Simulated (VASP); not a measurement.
# Sb (Pm-3m) in VASP: settings compared

The runs below take Sb through single point, with PBE0, PBE-based screened hybrid with 5 % exact exchange.

All numbers are computed with VASP 6.6.1; they aren't measurements. Logs are shortened: lines on timing, memory, paths and dates and some standing lists are left out, and cuts for length are marked.

## Step 1: The cell of the first run

Symmetry: Pm-3m, No. 221, cubic system. The conventional cell has a = 3.202 Å, b = 3.202 Å, c = 3.202 Å, α = 90.00°, β = 90.00°, γ = 90.00°. Within 4.2 Å of Sb (site symmetry m-3m) lie 6 Sb at 3.20 Å.

This isn't the form of Sb at room conditions, which is rhombohedral.

## Step 2: Single point, PBE0

File POSCAR:

```
Sb
1.0
    3.2015837161      0.0000000000      0.0000000000
    0.0000000000      3.2015837161      0.0000000000
    0.0000000000      0.0000000000      3.2015837161
Sb
1
Direct
    0.0000000000      0.0000000000      0.0000000000
```

File INCAR.step1:

```
  ALGO = Normal
  EDIFF = 1E-5
  ENCUT = 520
  GGA = PE
  ISIF = 2
  ISMEAR = -1
  LASPH = T
  LREAL = F
  LWAVE = T
  NBANDS = 8
  NELM = 100
  PREC = Accurate
  SIGMA = 0.05
```

File INCAR.step2:

```
  AEXX = 0.25
  ALGO = Normal
  EDIFF = 1E-7
  ENCUT = 520
  GGA = PE
  ISIF = 2
  ISMEAR = -1
  ISTART = 1
  LASPH = T
  LCHARG = T
  LELF = T
  LHFCALC = T
  LREAL = F
  LVHAR = T
  LWAVE = F
  NBANDS = 8
  NELM = 100
  PREC = Accurate
  PRECFOCK = Normal
  SIGMA = 0.05
```

File KPOINTS:

```
k-points
0
Gamma
  6 6 6
```

Potentials or basis: VASP PAW PBE potentials, release 64 (Sb).

Command:

```console
> cat potpaw_PBE.64/Sb/POTCAR > POTCAR
> cp INCAR.step1 INCAR
> mpirun -np 1 vasp_std > vasp.out
> cp INCAR.step2 INCAR
> mpirun -np 1 vasp_std > vasp.out
```

OUTCAR:

```text
AEXX = 0.25
   EDIFF = 1E-7
   ENCUT = 520
   GGA = PE
   ISIF = 2
   ISMEAR = -1
   ISTART = 1
   LASPH = T
   LHFCALC = T
   LREAL = F
   NELM = 100
   PREC = Accurate
   PRECFOCK = Normal

 ion  position               nearest neighbor table
   1  0.000  0.000  0.000-

  LATTYP: Found a simple cubic cell.
 ALAT       =     3.2015837161

  Lattice vectors:

 A1 = (   3.2015837161,   0.0000000000,   0.0000000000)
 A2 = (   0.0000000000,   3.2015837161,   0.0000000000)
 A3 = (   0.0000000000,   0.0000000000,   3.2015837161)

Analysis of symmetry for initial positions (statically):
=====================================================================
 Subroutine PRICEL returns:
 Original cell was already a primitive cell.

 Routine SETGRP: Setting up the symmetry group for a
 simple cubic supercell.

 Subroutine GETGRP returns: Found 48 space group operations
 (whereof 48 operations were pure point group operations)
 out of a pool of 48 trial point group operations.

The static configuration has the point symmetry O_h .

Analysis of symmetry for dynamics (positions and initial velocities):
=====================================================================
 Subroutine PRICEL returns:
 Original cell was already a primitive cell.

 Routine SETGRP: Setting up the symmetry group for a
 simple cubic supercell.

 Subroutine GETGRP returns: Found 48 space group operations
 (whereof 48 operations were pure point group operations)
 out of a pool of 48 trial point group operations.

The dynamic configuration has the point symmetry O_h .

 Subroutine INISYM returns: Found 48 space group operations
 (whereof 48 operations are pure point group operations),
 and found     1 'primitive' translations

----------------------------------------------------------------------------------------

                                     Primitive cell

  volume of cell :      32.8167

  direct lattice vectors                    reciprocal lattice vectors
     3.201583716  0.000000000  0.000000000     0.312345417  0.000000000  0.000000000
     0.000000000  3.201583716  0.000000000     0.000000000  0.312345417  0.000000000
     0.000000000  0.000000000  3.201583716     0.000000000  0.000000000  0.312345417

  length of vectors
     3.201583716  3.201583716  3.201583716     0.312345417  0.312345417  0.312345417

  position of ions in fractional coordinates (direct lattice)
     0.000000000  0.000000000  0.000000000

  ion indices of the primitive-cell ions
   primitive index   ion index
                 1           1

----------------------------------------------------------------------------------------

 KPOINTS: k-points

Automatic generation of k-mesh.
 Grid dimensions read from file:
 generate k-points for:    6    6    6

 Generating k-lattice:

  Cartesian coordinates                     Fractional coordinates (reciprocal lattice)
     0.052057569  0.000000000  0.000000000     0.166666667  0.000000000  0.000000000
     0.000000000  0.052057569  0.000000000     0.000000000  0.166666667  0.000000000
     0.000000000  0.000000000  0.052057569     0.000000000  0.000000000  0.166666667

  Length of vectors
     0.052057569  0.052057569  0.052057569

  Shift w.r.t. Gamma in fractional coordinates (k-lattice)
     0.000000000  0.000000000  0.000000000

 Subroutine IBZKPT returns following result:
 ===========================================

 Found     20 irreducible k-points:

 Following reciprocal coordinates:
            Coordinates               Weight
  0.000000  0.000000  0.000000      1.000000
  0.166667  0.000000  0.000000      6.000000
  0.333333  0.000000  0.000000      6.000000
  0.500000  0.000000  0.000000      3.000000
  0.166667  0.166667  0.000000     12.000000
  0.333333  0.166667  0.000000     24.000000
[... 12 lines left out ...]
  0.500000  0.500000  0.333333      6.000000
  0.500000  0.500000  0.500000      1.000000
   k-points           NKPTS =     20   k-points in BZ     NKDIM =    216   number of bands    NBANDS=      8
   number of dos      NEDOS =    301   number of ions     NIONS =      1
   total plane-waves  NPLWV =  13824
   dimension x,y,z NGX =    24 NGY =   24 NGZ =   24
   dimension x,y,z NGXF=    48 NGYF=   48 NGZF=   48
   ions per type =               1
   NGX,Y,Z   is equivalent  to a cutoff of  12.46, 12.46, 12.46 a.u.
   NGXF,Y,Z  is equivalent  to a cutoff of  24.92, 24.92, 24.92 a.u.
 SYSTEM =  unknown system
   PREC   = accura    normal or accurate (medium, high low for compatibility)
   ISTART =      1    job   : 0-new  1-cont  2-samecut
   ICHARG =      0    charge: 1-file 2-atom 10-const
   ISPIN  =      1    spin polarized calculation?
   LNONCOLLINEAR =      F non collinear calculations
   LSORBIT =      F    spin-orbit coupling
   LASPH  =      T    aspherical Exc in radial PAW
   ENCUT  =  520.0 eV  38.22 Ry    6.18 a.u.   5.95  5.95  5.95*2*pi/ulx,y,z
   NELM   =    100;   NELMIN=  2; NELMDL=  0     # of ELM steps
   EDIFF  = 0.1E-06   stopping-criterion for ELM
   LREAL  =      F    real-space projection
   EDIFFG = 0.1E-05   stopping-criterion for IOM
   NSW    =      0    number of steps for IOM
   IBRION =     -1    ionic relax: 0-MD 1-quasi-New 2-CG
   NFREE  =      0    steps in history (QN), initial steepest desc. (CG)
   ISIF   =      2    stress and relaxation
   ISYM   =      3    0-nonsym 1-usesym 2-fastsym
   POTIM  = 0.5000    time-step for ionic-motion
   TEBEG  =    0.0;   TEEND  =   0.0 temperature during run
   PSTRESS=    0.0 pullay stress
   NELECT =       5.0000    total number of electrons
   NUPDOWN=      -1.0000    fix difference up-down
   EMIN   =  10.00;   EMAX   =-10.00  energy-range for DOS
   EFERMI =   0.00;   METHOD = LEGACY
   ISMEAR =    -1;   SIGMA  =   0.05  broadening in eV -4-tet -1-fermi 0-gaus
   EFERMI_NEDOS =   21; number of points for ismear=-14 and -15
   IALGO  =     38    algorithm
   IMIX   =      1    mixing-type and parameters
     AMIX     =   0.40;   BMIX     =  1.00
     AMIX_MAG =   1.60;   BMIX_MAG =  1.00
  volume/ion in A,a.u.               =      32.82       221.46
  Fermi-wavevector in a.u.,A,eV,Ry     =   0.874380  1.652338 10.402192  0.764540
  Thomas-Fermi vector in A             =   1.993902
   LORBIT       =      0    0 simple, 1 ext, 2 COOP (PROOUT), +10 PAW based schemes
   GGA     = PE    functional components
   LHFCALC =     T    Hartree Fock is set to
   PRECFOCK=normal    Normal, Fast or Accurate (Low or Medium for compatibility)
   ENCUT4O =  -1.0   cutoff for four orbital integrals eV
   NKREDX  =     1    reduce k-point grid by
   NKREDY  =     1    reduce k-point grid by
   NKREDZ  =     1    reduce k-point grid by
   AEXX    =    0.2500 exact exchange contribution
   HFSCREEN=    0.0000 screening length (either q_TF or 0.3 A-1)
   HFSCREENC=   0.0000 screening length for correlation (either q_TF or 0.3 A-1)
   ENCUTFOCK=  -1.0 apply spherical cutoff to Coloumb kernel
   IVDW    =     0    specifies the selected vdW correction
   LEPSILON=     F    determine dielectric tensor
   LRPA    =     F    only Hartree local field effects (RPA)
 non-spin polarized calculation
  energy-cutoff  :      520.00
  volume of cell :       32.82
 maximum number of plane-waves:       912
 NGX is ok and might be reduce to    24
  NGX = 18; NGY = 18; NGZ = 18

 number of electron       5.0000001 magnetization

 Free energy of the ion-electron system (eV)
  ---------------------------------------------------
  ext. energy  EPLUGINS =         0.00000000
  ---------------------------------------------------
  free energy    TOTEN  =        -5.50686399 eV

  energy without entropy =       -5.50672279  energy(sigma->0) =       -5.50679339

 E-fermi :   6.1096     XC(G=0):  -7.3236

 val. band max:        5.8280030361   @ k =   0.1667   0.0000   0.0000
 cond. band min:       6.3977085580   @ k =   0.5000   0.5000   0.3333
 fundamental gap:      0.5697055219
 Fermi energy:         6.1096215839

 k-point     1 :       0.0000    0.0000    0.0000
  band No.  band energies     occupation
      1      -7.6685      2.00000
      2       9.7156      0.00000
      3       9.7156      0.00000
      4       9.7156      0.00000
      5      13.5323      0.00000
      6      13.5323      0.00000
      7      14.4865      0.00000
      8      24.0597      0.00000

 k-point     2 :       0.1667    0.0000    0.0000
  band No.  band energies     occupation
      1      -7.2693      2.00000
      2       5.8280      1.99287
      3      10.1163      0.00000
      4      10.1163      0.00000
      5      13.8706      0.00000
      6      14.5014      0.00000
      7      17.6374      0.00000
      8      21.8732      0.00000

 k-point     3 :       0.3333    0.0000    0.0000
  band No.  band energies     occupation
      1      -6.1807      2.00000
      2       1.6970      2.00000
      3      11.0293      0.00000
      4      11.0293      0.00000
      5      14.7660      0.00000
      6      15.6313      0.00000
      7      19.2777      0.00000
      8      19.2777      0.00000

 k-point     4 :       0.5000    0.0000    0.0000
  band No.  band energies     occupation
      1      -5.2897      2.00000
      2      -0.2599      2.00000
      3      11.6298      0.00000
      4      11.6298      0.00000
      5      15.5478      0.00000
      6      17.3066      0.00000
      7      17.7481      0.00000
      8      18.0822      0.00000

 k-point     5 :       0.1667    0.1667    0.0000
  band No.  band energies     occupation
      1      -6.8706      2.00000
      2       6.5216      0.00053
      3       6.8311      0.00000
      4      10.4908      0.00000
      5      14.5045      0.00000
      6      17.5779      0.00000
      7      17.6654      0.00000
      8      19.4191      0.00000

 k-point     6 :       0.3333    0.1667    0.0000
  band No.  band energies     occupation
      1      -5.7794      2.00000
      2       2.1035      2.00000
      3       7.6994      0.00000
      4      11.3948      0.00000
      5      14.9708      0.00000
      6      15.8092      0.00000
      7      18.9578      0.00000
      8      19.5641      0.00000

 k-point     7 :       0.5000    0.1667    0.0000
  band No.  band energies     occupation
      1      -4.8847      2.00000
      2       0.1233      2.00000
      3       8.4159      0.00000
      4      11.9950      0.00000
      5      13.7614      0.00000
      6      16.6967      0.00000
      7      18.3356      0.00000
      8      18.3805      0.00000
[... 89 lines left out ...]
 k-point    16 :       0.5000    0.5000    0.1667
  band No.  band energies     occupation
      1      -2.3795      2.00000
      2       2.1491      2.00000
      3       2.1491      2.00000
      4       9.3626      0.00000
      5      10.5221      0.00000
      6      16.0820      0.00000
      7      16.0820      0.00000
      8      19.2066      0.00000

 k-point    17 :       0.3333    0.3333    0.3333
  band No.  band energies     occupation
      1      -3.1527      2.00000
      2       4.2068      2.00000
      3       4.2068      2.00000
      4       5.0679      2.00000
      5      12.7923      0.00000
      6      13.7112      0.00000
      7      13.7112      0.00000
      8      19.1362      0.00000

 k-point    18 :       0.5000    0.3333    0.3333
  band No.  band energies     occupation
      1      -2.2004      2.00000
      2       2.4197      2.00000
      3       4.8498      2.00000
      4       5.6130      1.99990
      5      11.5047      0.00000
      6      12.3438      0.00000
      7      14.3501      0.00000
      8      17.5236      0.00000

 k-point    19 :       0.5000    0.5000    0.3333
  band No.  band energies     occupation
      1      -1.1787      2.00000
      2       3.0787      2.00000
      3       3.0787      2.00000
      4       6.3977      0.00627
      5      10.4550      0.00000
      6      12.9395      0.00000
      7      12.9395      0.00000
      8      15.8095      0.00000

 k-point    20 :       0.5000    0.5000    0.5000
  band No.  band energies     occupation
      1      -0.0141      2.00000
      2       3.7352      2.00000
      3       3.7352      2.00000
      4       3.7352      2.00000
      5      11.5685      0.00000
      6      11.5685      0.00000
      7      11.5685      0.00000
      8      13.9245      0.00000

------------------------ aborting loop because EDIFF is reached ----------------------------------------

  FORCE on cell =-STRESS in cart. coord.  units (eV):
  Direction    XX          YY          ZZ          XY          YZ          ZX
  --------------------------------------------------------------------------------------
  -------------------------------------------------------------------------------------
  Total       -1.2020799     -1.2020799     -1.2020799      0.0000000      0.0000000     -0.0000000
  in kB      -58.6880024    -58.6880024    -58.6880024      0.0000000      0.0000000     -0.0000000
  external PRESSURE =     -58.6880024 kB  Pullay stress =       0.0000000 kB

 VOLUME and BASIS-vectors are now :
 -----------------------------------------------------------------------------
  energy-cutoff  :      520.00
  volume of cell :       32.82
      direct lattice vectors                 reciprocal lattice vectors
     3.201583716  0.000000000  0.000000000     0.312345417  0.000000000  0.000000000
     0.000000000  3.201583716  0.000000000     0.000000000  0.312345417  0.000000000
     0.000000000  0.000000000  3.201583716     0.000000000  0.000000000  0.312345417

 POSITION                                       TOTAL-FORCE (eV/Angst)
 -----------------------------------------------------------------------------------
      0.00000      0.00000      0.00000         0.000000      0.000000      0.000000
 -----------------------------------------------------------------------------------
    total drift:                               -0.000000     -0.000000     -0.000000

  FREE ENERGIE OF THE ION-ELECTRON SYSTEM (eV)
  ---------------------------------------------------
  free  energy   TOTEN  =        -5.5068639922 eV

  energy  without entropy=       -5.5067227933  energy(sigma->0) =       -5.50679339
```

Run time: 3.4 min. Hardware: 1 thread of Intel Xeon 6975P-C (Granite Rapids), shared host; peak memory 0.15 GiB.

What came out:

```yaml
Free_energy: -5.5069 eV
Pressure: -5.9 GPa
Band_gap_on_the_k_mesh: zero (an odd number of electrons rules out a gap without spin polarisation)
```

Caveat: the cell stands under tension; the PAW data sets were made with another functional, which shifts forces and pressure a little; spin-orbit coupling is left out, which moves the levels of the heavy elements.

(Part 1 of 2 ends here.)
